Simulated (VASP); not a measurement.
Set up this calculation in VASP 6.6.1, as the native input.

| Property | Result |
| --- | --- |
| Task | single point |
| Functional | PBE |
| Dispersion | D4 |
| Potentials or basis | VASP PAW PBE potentials, release 64 (Si, C) |
| Cutoff | 520 eV |
| k mesh | 10 × 10 × 2 |
| Occupations | fermi-dirac, width 0.05 eV |
| Spin | no spin polarisation |
| Dipole correction | no |
| Further INCAR settings | ALGO = Normal; EDIFF = 1e-06; NBANDS = 36 |

The structure of SiC lies in POSCAR:

```
SiC
1.0
    3.0950000000      0.0000000000      0.0000000000
   -1.5475000000      2.6803486247      0.0000000000
    0.0000000000      0.0000000000     15.1700000000
Si C
6 6
Direct
    0.6666666667      0.3333333333      0.4583000000
    0.3333333333      0.6666666667      0.9583000000
    0.6666666667      0.3333333333      0.7917000000
    0.3333333333      0.6666666667      0.2917000000
    0.0000000000      0.0000000000      0.6250000000
    0.0000000000      0.0000000000      0.1250000000
    0.6666666667      0.3333333333      0.3333000000
    0.3333333333      0.6666666667      0.8333000000
    0.6666666667      0.3333333333      0.6667000000
    0.3333333333      0.6666666667      0.1667000000
    0.0000000000      0.0000000000      0.5000000000
    0.0000000000      0.0000000000      0.0000000000
```

One way to write it, as run:

INCAR

```
SYSTEM = SiC
ALGO     = Normal         ! electronic algorithm
EDIFF    = 1E-6           ! SCF threshold, eV
ENCUT    = 520            ! plane-wave cutoff, eV
GGA      = PE             ! functional
ISIF     = 2              ! what is computed and relaxed
ISMEAR   = -1             ! smearing method
IVDW     = 13             ! dispersion correction
LASPH    = .True.         ! aspherical terms in the spheres
LCHARG   = .False.        ! write CHGCAR
LREAL    = .False.        ! projectors in reciprocal space
LWAVE    = .False.        ! write WAVECAR
NBANDS   = 36             ! bands
NELM     = 80             ! most SCF steps
PREC     = Accurate       ! precision mode
SIGMA    = 0.05           ! smearing width, eV
```

KPOINTS

```
k-points
0
Gamma
  10 10 2
  0 0 0
```

Potentials or basis: VASP PAW PBE potentials, release 64 (Si, C).

The run is started by

```sh
$ cat potpaw_PBE.64/Si/POTCAR potpaw_PBE.64/C/POTCAR > POTCAR
$ mpirun -np 1 vasp_std > vasp.out
```

Results of the run:

The pressure is -3.9 GPa and the largest force is 0.144 eV/Å. The band gap on the k mesh is 2.02 eV (least direct gap 3.12 eV) and the dispersion energy per atom is -0.325 eV.

Caveat: the cell stands under tension.

It took 2 min on 1 thread of AMD EPYC 9R45 96-Core Processor (Zen 5), with other jobs on the host, peak memory 0.25 GiB.
